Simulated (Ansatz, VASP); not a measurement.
SrCl2 in VASP and in Ansatz

```
CELL_PARAMETERS angstrom
0.00000 3.63143 3.51668
3.63143 0.00000 3.51668
3.63143 3.63143 0.00000
ATOMIC_POSITIONS crystal
Sr 0.00000 0.00000 0.00000
Cl 0.25000 0.25000 0.25000
Cl 0.75000 0.75000 0.75000
```

Alike in both runs: task single point; functional PBE; k mesh 6 × 6 × 6; occupations gaussian, width 0.05 eV; no spin polarisation.

```csv
,VASP,Ansatz
version,VASP 6.6.1,Ansatz 0.2.0
potentials or method,"VASP PAW PBE potentials, release 64 (Sr_sv, Cl), cutoff 520 eV","scalar-relativistic, plane waves, PAW"
valence electrons in the cell,24,24
```

|  | VASP | Ansatz | Ansatz less VASP |
| --- | --- | --- | --- |
| gap on the k mesh at the Fermi level (eV) | 4.86 | 4.86 | +0.002 |
| least direct gap on the mesh (eV) | 5.13 | 5.13 | 0.000 |
| pressure (GPa) | -1.7 | -1.8 | -0.05 |
| traceless stress, the component that is largest in VASP (GPa) | 0.98 | 0.98 | +0.005 |

With one functional, cell and mesh, what is left measures potentials, basis and numerics.
